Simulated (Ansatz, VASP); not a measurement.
**MgS: VASP beside Ansatz**

The input INCAR:

```
PREC = Accurate
ENCUT = 600
EDIFF = 1E-6
ISMEAR = 0
SIGMA = 0.05
LREAL = False
LASPH = True
NELM = 120
ALGO = Normal
ISIF = 2
LWAVE = False
LCHARG = False
GGA = PE
IVDW = 12
NBANDS = 11
GGA_COMPAT = False
```

File KPOINTS:

```
Automatic mesh
0
Gamma
  8 8 8
```

File POSCAR:

```
MgS
1.0
    0.0000000000      2.6115685396      2.6115685396
    2.6115685396      0.0000000000      2.6115685396
    2.6115685396      2.6115685396      0.0000000000
Mg S
1 1
Direct
    0.0000000000      0.0000000000      0.0000000000
    0.5000000000      0.5000000000      0.5000000000
```

Input for Ansatz:

```yaml
crystal:
  lattice:
    - [0.0, 2.6115685396, 2.6115685396]
    - [2.6115685396, 0.0, 2.6115685396]
    - [2.6115685396, 2.6115685396, 0.0]
  atoms:
    - { symbol: Mg, position: [0.0, 0.0, 0.0] }
    - { symbol: S, position: [0.5, 0.5, 0.5] }
basis:
  ecutwfc: 420
  ecutrho_ratio: 4
kpoints:
  mp_grid: { grid: [8, 8, 8] }
hamiltonian:
  xc: pbe
  dispersion: d3bj
scf:
  occupations: { method: gaussian, width: 0.05 }
output:
  forces: true
  stress: true
  eigenvalues: true
```

Alike in both runs: task single point; functional PBE; dispersion D3(BJ); k mesh 8 × 8 × 8; occupations gaussian, width 0.05 eV; no spin polarisation.

```csv
,VASP,Ansatz
version,VASP 6.6.1,Ansatz 0.2.0
potentials or method,"VASP PAW PBE potentials, release 64 (Mg, S), cutoff 600 eV","scalar-relativistic, plane waves, PAW"
valence electrons in the cell,8,16
```

```tsv
	VASP	Ansatz	Ansatz less VASP
gap on the k mesh at the Fermi level (eV)	2.75	2.77	+0.015
least direct gap on the mesh (eV)	3.62	3.63	+0.012
pressure (GPa)	-3.2	-2.9	+0.27
```

VASP's potentials hold 8 valence electrons a cell and Ansatz's 16, so a difference there can come from the potentials and not from the codes.
